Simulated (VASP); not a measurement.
A run of VASP 6.6.1 is set up as follows.

The input INCAR:

```
PREC     = Accurate       # precision mode
ENCUT    = 520            # plane-wave cutoff, eV
EDIFF    = 1E-6           # SCF threshold, eV
ISMEAR   = 0              # smearing method
SIGMA    = 0.05           # smearing width, eV
LREAL    = F              # projectors in reciprocal space
LASPH    = T              # aspherical terms in the spheres
NELM     = 80             # most SCF steps
ALGO     = Normal         # electronic algorithm
ISIF     = 2              # what is computed and relaxed
LWAVE    = F              # write WAVECAR
LCHARG   = F              # write CHGCAR
GGA      = PE             # functional
NBANDS   = 14             # bands
```

KPOINTS

```
regular mesh
0
Gamma
  8 8 8
```

POSCAR

```
NaF
1.0
    0.0000000000      2.2536010000      2.2536010000
    2.2536010000      0.0000000000      2.2536010000
    2.2536010000      2.2536010000      0.0000000000
Na F
1 1
Direct
    0.0000000000      0.0000000000      0.0000000000
    0.5000000000      0.5000000000      0.5000000000
```

Potentials or basis: VASP PAW PBE potentials, release 64 (Na_pv, F).

Launch:

```bash
$ cat potpaw_PBE.64/Na_pv/POTCAR potpaw_PBE.64/F/POTCAR > POTCAR
$ mpirun -np 1 vasp_std > vasp.out
```

Question: What does it give for the pressure?

Answer: 7.5 GPa.

Question: Estimate the band gap on the k mesh.

Answer: 6.77 eV, direct.

Caveat: the cell differs from its parent crystal (strain -0.030 along x and y, -0.030 along z).
